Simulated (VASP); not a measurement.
Input of a VASP 6.6.1 run:

Contents of INCAR:

```
SYSTEM = Ru
  PREC = Accurate
  ENCUT = 520
  EDIFF = 1E-6
  ISMEAR = 0
  SIGMA = 0.15
  LREAL = .False.
  LASPH = .True.
  NELM = 100
  ALGO = Normal
  ISIF = 2
  LWAVE = .False.
  LCHARG = .False.
  GGA = PS
  NBANDS = 21
```

KPOINTS

```
regular mesh
0
Gamma
  18 18 10
  0 0 0
```

File POSCAR:

```
Ru
1.0
    2.6144000000      0.0000000000      0.0000000000
   -1.3072000000      2.2641368157      0.0000000000
    0.0000000000      0.0000000000      4.3544000000
Ru
2
Direct
    0.3333333333      0.6666666667      0.2500000000
    0.6666666667      0.3333333333      0.7500000000
```

Potentials or basis: VASP PAW PBE potentials, release 64 (Ru_pv).

The run is started by

```sh
$ cat potpaw_PBE.64/Ru_pv/POTCAR > POTCAR
$ mpirun -np 1 vasp_std > vasp.out
```

Problem. What does it give for the band gap on the k mesh?

Solution. Zero (band 14 reaches 15.56 eV, above the bottom of band 15 at 12.24 eV).

Problem. Predict the pressure.

Solution. 12.8 GPa.

Stress tensor (GPa, compression positive):
```
22.38  0.00  0.00
 0.00 22.38  0.00
 0.00  0.00 -6.34
```

Caveat: the PAW data sets were made with another functional, which shifts forces and pressure a little.
